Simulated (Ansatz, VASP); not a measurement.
# One calculation of PbO, two programs

INCAR

```
ALGO = Normal
EDIFF = 1E-6
ENCUT = 520
GGA = PE
ISIF = 2
ISMEAR = -1
LASPH = T
LCHARG = F
LREAL = F
LWAVE = F
NBANDS = 28
NELM = 100
PREC = Accurate
SIGMA = 0.02
```

KPOINTS

```
k-points
0
Gamma
  6 6 4
```

File POSCAR:

```
PbO
1.0
    3.5749810849      0.0000000000      0.0000000000
   -1.7874905425      3.0960244376      0.0000000000
    0.0000000000      0.0000000000      6.4421350426
Pb O
2 2
Direct
    0.0000000000      0.0000000000      0.0000000000
    0.0000000000      0.0000000000      0.5000000000
    0.3333333333      0.6666666667      0.2500000000
    0.6666666667      0.3333333333      0.7500000000
```

Input for Ansatz:

```yaml
crystal:
  lattice:
    - [3.5749810849, 0.0, 0.0]
    - [-1.7874905425, 3.0960244376, 0.0]
    - [0.0, 0.0, 6.4421350426]
  atoms:
    - { symbol: Pb, position: [0.0, 0.0, 0.0] }
    - { symbol: Pb, position: [0.0, 0.0, 0.5] }
    - { symbol: O, position: [0.3333333333, 0.6666666667, 0.25] }
    - { symbol: O, position: [0.6666666667, 0.3333333333, 0.75] }
kpoints:
  mp_grid: { grid: [6, 6, 4] }
hamiltonian:
  xc: pbe
scf:
  occupations: { method: fermi_dirac, width: 0.02 }
  n_extra_bands: 5
output:
  forces: true
  stress: true
  eigenvalues: true
```

Alike in both runs: task single point; functional PBE; k mesh 6 × 6 × 4; occupations fermi-dirac, width 0.02 eV; no spin polarisation.

|  | VASP | Ansatz |
| --- | --- | --- |
| version | VASP 6.6.1 | Ansatz 0.2.0 |
| potentials or method | VASP PAW PBE potentials, release 64 (Pb_d, O) | plane waves, PAW |
| plane-wave cutoff (eV) | 520 | 420 |
| valence electrons in the cell | 40 | 40 |

|  | VASP | Ansatz | Ansatz less VASP |
| --- | --- | --- | --- |
| pressure (GPa) | 2.7 | 2.7 | +0.05 |
| traceless stress, the component that is largest in VASP (GPa) | 0.66 | 0.66 | +0.007 |

Neither program's run includes spin-orbit coupling.
